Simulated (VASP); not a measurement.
Crystal: Cs.

```xyz
1
Lattice="0.0000 3.9483 3.9483 3.9483 0.0000 3.9483 3.9483 3.9483 0.0000" Properties=species:S:1:pos:R:3 pbc="T T T"
Cs    0.0000    0.0000    0.0000
```

This isn't the form of Cs at room conditions, which is bcc.

| Quantity | Value |
| --- | --- |
| Program | VASP 6.6.1 |
| Task | relaxation of cell and atoms |
| Functional | PBEsol |
| Potentials or basis | VASP PAW PBE potentials, release 64 (Cs_sv) |
| Cutoff | 500 eV |
| k mesh | 12 × 12 × 12 |
| Occupations | gaussian, width 0.1 eV |
| Spin | no spin polarisation |

At the start: pressure -0.2 GPa; volume 123.10 Å³/atom.

**Question.** Where does the relaxation end?

**Answer.** Over 4 steps the energy falls by 10.1 meV/atom and the volume is 108.47 Å³/atom (-11.9 %); space group Fm-3m (No. 225, to 0.1 Å) before and after.

The path:
| step | energy change (eV) | largest force (eV/Å) | pressure (GPa) | volume (Å³) |
| --- | --- | --- | --- | --- |
| 1 | 0.0000 | 0.0000 | -0.21 | 123.10 |
| 2 | -0.0034 | 0.0000 | -0.18 | 120.29 |
| 3 | -0.0095 | 0.0000 | -0.06 | 112.10 |
| 4 | -0.0101 | 0.0000 | 0.01 | 108.47 |

Final structure:
```yaml
crystal:
  lattice:
    - [0.00000, 3.78528, 3.78528]
    - [3.78528, 0.00000, 3.78528]
    - [3.78528, 3.78528, 0.00000]
  atoms:
    - { symbol: Cs, position: [0.00000, 0.00000, 0.00000] }
```

Caveat: the PAW data sets were made with another functional, which shifts forces and pressure a little.
